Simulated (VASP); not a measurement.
# NdAgO4 (F-43m) in VASP: a series of runs

NdAgO4 is run at these levels: PBE; tasks: single point, relaxation of cell and atoms.

Program: VASP 6.6.1. These are calculated values, not measurements. Logs are shortened: lines on timing, memory, paths and dates and some standing lists are left out, and cuts for length are marked.

## Step 1: The cell of the first run

Symmetry: F-43m, No. 216, cubic system. The conventional cell has a = 6.585 Å, b = 6.585 Å, c = 6.585 Å, α = 90.00°, β = 90.00°, γ = 90.00°. Nd (site symmetry -43m) has 12 O at 2.73 Å and 4 Ag at 2.85 Å within 3.6 Å. Ag (site symmetry -43m) has 12 O at 2.73 Å and 4 Nd at 2.85 Å within 3.6 Å. O (site symmetry 3m) has 6 O at 2.31 to 2.35 Å and 3 Nd at 2.73 Å and 3 Ag at 2.73 Å within 3.0 Å.

The cell was built from a structure type or drawn by symmetry, and may not be a known phase.

## Step 2: Single point, PBE

The input, INCAR:

```
ALGO = Normal ; EDIFF = 1E-6
ENCUT = 600 ; GGA = PE
GGA_COMPAT = False ; ISIF = 2
ISMEAR = 0 ; LASPH = True
LCHARG = False ; LMAXMIX = 6
LREAL = False ; LWAVE = False
NBANDS = 32 ; NELM = 200
PREC = Accurate ; SIGMA = 0.1
```

The input, KPOINTS:

```
k-points
0
Gamma
  10 10 10
```

The input, POSCAR:

```
NdAgO4
1.0
    0.0000000000      3.2925435877      3.2925435877
    3.2925435877      0.0000000000      3.2925435877
    3.2925435877      3.2925435877      0.0000000000
Nd Ag O
1 1 4
Direct
    0.2500000000      0.2500000000      0.2500000000
    0.0000000000      0.0000000000      0.0000000000
    0.6238784596      0.6238784596      0.6238784596
    0.6238784596      0.6238784596      0.1283646211
    0.6238784596      0.1283646211      0.6238784596
    0.1283646211      0.6238784596      0.6238784596
```

Potentials or basis: VASP PAW PBE potentials, release 64 (Nd_3, Ag, O), 4f in core.

Run with:

```sh
$ cat potpaw_PBE.64/Nd_3/POTCAR potpaw_PBE.64/Ag/POTCAR potpaw_PBE.64/O/POTCAR > POTCAR
$ mpirun -np 1 vasp_std > vasp.out
```

OUTCAR:

```text
EDIFF = 1E-6
   ENCUT = 600
   GGA = PE
   ISIF = 2
   ISMEAR = 0
   LASPH = True
   LREAL = False
   NELM = 200
   PREC = Accurate

 ion  position               nearest neighbor table
   1  0.250  0.250  0.250-   4 2.73   5 2.73   6 2.73   3 2.73   3 2.73   3 2.73   5 2.73   4 2.73
                             6 2.73   6 2.73   4 2.73   5 2.73   2 2.85   2 2.85   2 2.85   2 2.85
   2  0.000  0.000  0.000-   4 2.73   5 2.73   4 2.73   6 2.73   5 2.73   6 2.73   3 2.73   3 2.73
                             3 2.73   4 2.73   5 2.73   6 2.73   1 2.85   1 2.85   1 2.85   1 2.85
   3  0.624  0.624  0.624-   1 2.73   1 2.73   1 2.73   2 2.73   2 2.73   2 2.73
   4  0.624  0.624  0.128-   1 2.73   1 2.73   1 2.73   2 2.73   2 2.73   2 2.73
   5  0.624  0.128  0.624-   1 2.73   1 2.73   1 2.73   2 2.73   2 2.73   2 2.73
   6  0.128  0.624  0.624-   1 2.73   1 2.73   1 2.73   2 2.73   2 2.73   2 2.73

  LATTYP: Found a face centered cubic cell.
 ALAT       =     6.5850871754

  Lattice vectors:

 A1 = (   0.0000000000,   3.2925435877,   3.2925435877)
 A2 = (   3.2925435877,   0.0000000000,   3.2925435877)
 A3 = (   3.2925435877,   3.2925435877,   0.0000000000)

Analysis of symmetry for initial positions (statically):
=====================================================================
 Subroutine PRICEL returns:
 Original cell was already a primitive cell.

 Routine SETGRP: Setting up the symmetry group for a
 face centered cubic supercell.

 Subroutine GETGRP returns: Found 24 space group operations
 (whereof 24 operations were pure point group operations)
 out of a pool of 48 trial point group operations.

The static configuration has the point symmetry T_d .

Analysis of symmetry for dynamics (positions and initial velocities):
=====================================================================
 Subroutine PRICEL returns:
 Original cell was already a primitive cell.

 Routine SETGRP: Setting up the symmetry group for a
 face centered cubic supercell.

 Subroutine GETGRP returns: Found 24 space group operations
 (whereof 24 operations were pure point group operations)
 out of a pool of 48 trial point group operations.

The dynamic configuration has the point symmetry T_d .

 Subroutine INISYM returns: Found 24 space group operations
 (whereof 24 operations are pure point group operations),
 and found     1 'primitive' translations

----------------------------------------------------------------------------------------

[... 104 lines left out ...]
   IBRION =     -1    ionic relax: 0-MD 1-quasi-New 2-CG
   NFREE  =      0    steps in history (QN), initial steepest desc. (CG)
   ISIF   =      2    stress and relaxation
   ISYM   =      2    0-nonsym 1-usesym 2-fastsym
   POTIM  = 0.5000    time-step for ionic-motion
   TEBEG  =    0.0;   TEEND  =   0.0 temperature during run
   PSTRESS=    0.0 pullay stress
   NELECT =      46.0000    total number of electrons
   NUPDOWN=      -1.0000    fix difference up-down
   EMIN   =  10.00;   EMAX   =-10.00  energy-range for DOS
   EFERMI =   0.00;   METHOD = LEGACY
   ISMEAR =     0;   SIGMA  =   0.10  broadening in eV -4-tet -1-fermi 0-gaus
   EFERMI_NEDOS =   21; number of points for ismear=-14 and -15
   IALGO  =     38    algorithm
   IMIX   =      4    mixing-type and parameters
     AMIX     =   0.40;   BMIX     =  1.00
     AMIX_MAG =   1.60;   BMIX_MAG =  1.00
  volume/ion in A,a.u.               =      11.90        80.29
  Fermi-wavevector in a.u.,A,eV,Ry     =   1.414010  2.672092 27.203831  1.999425
  Thomas-Fermi vector in A             =   2.535597
   LORBIT       =      0    0 simple, 1 ext, 2 COOP (PROOUT), +10 PAW based schemes
   GGA     = PE    functional components
   LHFCALC =     F    Hartree Fock is set to
   AEXX    =    0.0000 exact exchange contribution
   IVDW    =     0    specifies the selected vdW correction
   LEPSILON=     F    determine dielectric tensor
   LRPA    =     F    only Hartree local field effects (RPA)
 non-spin polarized calculation
 Gauss-broadening in eV      SIGMA  =   0.10
  energy-cutoff  :      600.00
  volume of cell :       71.39
 maximum number of plane-waves:      2421
 NGX is ok and might be reduce to    40
   NGX = 19   NGY = 19   NGZ = 19

 number of electron      46.0000004 magnetization

 Free energy of the ion-electron system (eV)
  ---------------------------------------------------
  ext. energy  EPLUGINS =         0.00000000
  ---------------------------------------------------
  free energy    TOTEN  =       -28.11878151 eV

  energy without entropy =      -28.10866822  energy(sigma->0) =      -28.11372487

 E-fermi :   4.9064     XC(G=0): -11.8243

 val. band max:        4.8986092296   @ k =  -0.3000   0.3000   0.0000
 cond. band min:       4.9129589289   @ k =  -0.4000   0.3000   0.0000
 fundamental gap:      0.0143496992
 Fermi energy:         4.9064378040

 k-point     1 :       0.0000    0.0000    0.0000
  band No.  band energies     occupation
      1     -32.6238      2.00000
      2     -14.1027      2.00000
      3     -13.7723      2.00000
      4     -13.7723      2.00000
      5     -13.7723      2.00000
      6     -11.3125      2.00000
[... 829 lines left out ...]
     31      10.9372      0.00000
     32      14.2658      0.00000

 [... further k-points ...]

------------------------ aborting loop because EDIFF is reached ----------------------------------------

  FORCE on cell =-STRESS in cart. coord.  units (eV):
  Direction    XX          YY          ZZ          XY          YZ          ZX
  --------------------------------------------------------------------------------------
  -------------------------------------------------------------------------------------
  Total       -0.0972218     -0.0972218     -0.0972218      0.0000000      0.0000000      0.0000000
  in kB       -2.1819748     -2.1819748     -2.1819748      0.0000000      0.0000000      0.0000000
  external PRESSURE =      -2.1819748 kB  Pullay stress =       0.0000000 kB

 VOLUME and BASIS-vectors are now :
 -----------------------------------------------------------------------------
  energy-cutoff  :      600.00
  volume of cell :       71.39
      direct lattice vectors                 reciprocal lattice vectors
     0.000000000  3.292543588  3.292543588    -0.151858278  0.151858278  0.151858278
     3.292543588  0.000000000  3.292543588     0.151858278 -0.151858278  0.151858278
     3.292543588  3.292543588  0.000000000     0.151858278  0.151858278 -0.151858278

 POSITION                                       TOTAL-FORCE (eV/Angst)
 -----------------------------------------------------------------------------------
      1.64627      1.64627      1.64627         0.000000     -0.000000      0.000000
      0.00000      0.00000      0.00000         0.000000     -0.000000      0.000000
      4.10829      4.10829      4.10829        -0.000668     -0.000668     -0.000668
      2.47679      2.47679      4.10829         0.000668      0.000668     -0.000668
      2.47679      4.10829      2.47679         0.000668     -0.000668      0.000668
      4.10829      2.47679      2.47679        -0.000668      0.000668      0.000668
 -----------------------------------------------------------------------------------
    total drift:                                0.000001      0.000001      0.000001

  FREE ENERGIE OF THE ION-ELECTRON SYSTEM (eV)
  ---------------------------------------------------
  free  energy   TOTEN  =       -28.1187815146 eV

  energy  without entropy=      -28.1086682250  energy(sigma->0) =      -28.11372487
```

OSZICAR:

```text
N       E                     dE             d eps       ncg     rms          rms(c)
DAV:   1     0.366103634730E+03    0.36610E+03   -0.26383E+04  3008   0.159E+03
DAV:   2    -0.795290148634E+01   -0.37406E+03   -0.35155E+03  3552   0.370E+02
DAV:   3    -0.309333466582E+02   -0.22980E+02   -0.22196E+02  3816   0.928E+01
DAV:   4    -0.317360619540E+02   -0.80272E+00   -0.80089E+00  4304   0.127E+01
DAV:   5    -0.317426212748E+02   -0.65593E-02   -0.65590E-02  3536   0.114E+00    0.169E+01
DAV:   6    -0.327600255253E+02   -0.10174E+01   -0.92420E+01  3416   0.697E+01    0.228E+01
DAV:   7    -0.288283232333E+02    0.39317E+01   -0.11912E+01  3016   0.206E+01    0.797E+00
DAV:   8    -0.281745744228E+02    0.65375E+00   -0.18270E+00  3120   0.113E+01    0.279E+00
DAV:   9    -0.281182016269E+02    0.56373E-01   -0.30489E-01  3912   0.452E+00    0.880E-01
DAV:  10    -0.281188922441E+02   -0.69062E-03   -0.42938E-02  3960   0.126E+00    0.221E-01
DAV:  11    -0.281187101851E+02    0.18206E-03   -0.19970E-03  3800   0.334E-01    0.112E-01
DAV:  12    -0.281188035876E+02   -0.93402E-04   -0.56236E-04  4128   0.138E-01    0.476E-02
DAV:  13    -0.281187828761E+02    0.20711E-04   -0.51717E-05  3424   0.439E-02    0.112E-02
DAV:  14    -0.281187814631E+02    0.14131E-05   -0.82374E-06  3432   0.205E-02    0.267E-03
DAV:  15    -0.281187815146E+02   -0.51491E-07   -0.65895E-07  1760   0.532E-03
   1 F= -.28118782E+02 E0= -.28113725E+02  d E =-.101133E-01
```

It took 86 s on 1 thread of Intel Xeon 6975P-C (Granite Rapids), shared host; peak memory 0.33 GiB.

What came out:

```
Free energy            : -28.1188 eV
Pressure               : -0.2 GPa
Band gap on the k mesh : zero (bands 23 and 24 overlap by 0.34 eV)
```

Caveat: spin-orbit coupling is left out, which moves the levels of the heavy elements; the 4f electrons are frozen in the core, so they carry no moment and show no levels; the run has no spin polarisation, though such a crystal can be magnetic. With open d or f shells a metallic result of PBE can be an artefact of self-interaction; +U or a hybrid may open a gap.

## Step 3: Single point, PBE

The input, INCAR:

```
SYSTEM = NdAgO4
PREC = Accurate
ENCUT = 600
EDIFF = 1E-6
ISMEAR = 0
SIGMA = 0.1
LREAL = .FALSE.
LASPH = .TRUE.
NELM = 200
ALGO = Normal
ISIF = 2
LWAVE = .FALSE.
LCHARG = .TRUE.
GGA = PE
LELF = .TRUE.
LVHAR = .TRUE.
NBANDS = 32
GGA_COMPAT = .FALSE.
LMAXMIX = 6
```

The input, KPOINTS:

```
Automatic mesh
0
G
  10 10 10
  0 0 0
```

POSCAR is that of step 2.

Potentials or basis: VASP PAW PBE potentials, release 64 (Nd_3, Ag, O), 4f in core.

Run with:

```sh
$ cat potpaw_PBE.64/Nd_3/POTCAR potpaw_PBE.64/Ag/POTCAR potpaw_PBE.64/O/POTCAR > POTCAR
$ mpirun -np 1 vasp_std > vasp.out
```

Run time: 98 s. Hardware: 1 thread of Intel Xeon 6975P-C (Granite Rapids), shared host; peak memory 0.32 GiB.

Results (log left out):

| Property | Result |
| --- | --- |
| Free energy | -28.1188 eV |
| Pressure | -0.2 GPa |
| Band gap on the k mesh | zero (bands 23 and 24 overlap by 0.34 eV) |

Levels at points of the mesh, in eV from the Fermi level:
```
           k point  band 20  band 21  band 22  band 23  band 24  band 25  band 26  band 27
(0.00, 0.00, 0.00)    -0.10    -0.10    -0.10     0.33     0.72     0.72     0.72     4.37
(0.50, 0.00, 0.00)    -1.78    -1.52    -1.52    -0.07     0.64     0.64     1.19     4.55
(0.50, 0.50, 0.00)    -2.42    -1.85    -1.85    -1.19     0.50     0.50     2.32     3.89
```

Caveat: spin-orbit coupling is left out, which moves the levels of the heavy elements; the 4f electrons are frozen in the core, so they carry no moment and show no levels; the run has no spin polarisation, though such a crystal can be magnetic. Spin polarisation is off, so any magnetic state and its effect on volume and gap are missing.

## Step 4: Relaxation of cell and atoms, PBE

This run uses another cell than the first one, of 11.92 Å³/atom.

The input, INCAR:

```
SYSTEM = NdAgO4
ALGO     = Normal         ! electronic algorithm
EDIFF    = 1E-7           ! SCF threshold, eV
EDIFFG   = -0.01          ! ionic threshold
ENCUT    = 600            ! plane-wave cutoff, eV
GGA      = PE             ! functional
GGA_COMPAT= .FALSE.      
IBRION   = 2              ! ionic algorithm
ISIF     = 3              ! what is computed and relaxed
ISMEAR   = 0              ! smearing method
LASPH    = .TRUE.         ! aspherical terms in the spheres
LCHARG   = .FALSE.        ! write CHGCAR
LMAXMIX  = 6              ! l up to which the mixer works
LREAL    = .FALSE.        ! projectors in reciprocal space
LWAVE    = .FALSE.        ! write WAVECAR
NELM     = 200            ! most SCF steps
NELMIN   = 4            
NSW      = 100            ! ionic steps
PREC     = Accurate       ! precision mode
SIGMA    = 0.1            ! smearing width, eV
```

The input, KPOINTS:

```
k-points
0
G
  10 10 10
  0 0 0
```

The input, POSCAR:

```
NdAgO4
1.0
    0.0000000000      3.2947939652      3.2947939652
    3.2947939652      0.0000000000      3.2947939652
    3.2947939652      3.2947939652      0.0000000000
Nd Ag O
1 1 4
Direct
    0.2500000000      0.2500000000      0.2500000000
    0.0000000000      0.0000000000      0.0000000000
    0.6238452037      0.6238452037      0.6238452037
    0.6238452037      0.6238452037      0.1284643888
    0.6238452037      0.1284643888      0.6238452037
    0.1284643888      0.6238452037      0.6238452037
```

Run with:

```sh
$ cat potpaw_PBE.64/Nd_3/POTCAR potpaw_PBE.64/Ag/POTCAR potpaw_PBE.64/O/POTCAR > POTCAR
$ mpirun -np 1 vasp_std > vasp.out
```

Wall time 3.1 min (1 thread of Intel Xeon 6975P-C (Granite Rapids), shared host); peak memory 0.33 GiB.

The run converged. Its results:

```yaml
Free_energy: -28.1192 eV
Relaxed_volume: 11.88 Å³/atom
Relaxed_cell: a = 4.653 Å, b = 4.653 Å, c = 4.653 Å, α = 60.00°, β = 60.00°, γ = 60.00°
Space_group_after_relaxing_to_0.1_Å: F-43m (No. 216)
Energy_gained_by_relaxing: 0.1 meV/atom
Ionic_steps: 3
Pressure_after_relaxing: 0.0 GPa
Largest_force_after_relaxing: 0.005 eV/Å
Band_gap_on_the_k_mesh: zero (bands 23 and 24 overlap by 0.35 eV)
```

Forces on the atoms (eV/Å):
```
Nd   0.000  0.000  0.000
Ag   0.000  0.000  0.000
O    0.003  0.003  0.003
O   -0.003 -0.003  0.003
O   -0.003  0.003 -0.003
O    0.003 -0.003 -0.003
```

The path:
| step | energy change (eV) | largest force (eV/Å) | pressure (GPa) | volume (Å³) |
| --- | --- | --- | --- | --- |
| 1 | 0.0000 | 0.0031 | -0.48 | 71.53 |
| 2 | -0.0004 | 0.0056 | 0.17 | 71.16 |
| 3 | -0.0004 | 0.0050 | 0.00 | 71.25 |

Final structure:
```
CELL_PARAMETERS angstrom
0.00000 3.29047 3.29047
3.29047 0.00000 3.29047
3.29047 3.29047 0.00000
ATOMIC_POSITIONS crystal
Nd 0.25000 0.25000 0.25000
Ag 0.00000 0.00000 0.00000
O 0.62386 0.62386 0.62386
O 0.62386 0.62386 0.12843
O 0.62386 0.12843 0.62386
O 0.12843 0.62386 0.62386
```

Levels at points of the mesh, in eV from the Fermi level:
| k point | band 20 | band 21 | band 22 | band 23 | band 24 | band 25 | band 26 | band 27 |
| --- | --- | --- | --- | --- | --- | --- | --- | --- |
| (0.00, 0.00, 0.00) | -0.10 | -0.10 | -0.10 | 0.34 | 0.72 | 0.72 | 0.72 | 4.38 |
| (0.50, 0.00, 0.00) | -1.78 | -1.53 | -1.53 | -0.07 | 0.64 | 0.64 | 1.19 | 4.56 |
| (0.50, 0.50, 0.00) | -2.42 | -1.85 | -1.85 | -1.19 | 0.50 | 0.50 | 2.33 | 3.89 |

Caveat: spin-orbit coupling is left out, which moves the levels of the heavy elements; the 4f electrons are frozen in the core, so they carry no moment and show no levels; the run has no spin polarisation, though such a crystal can be magnetic. Spin polarisation is off, so any magnetic state and its effect on volume and gap are missing.
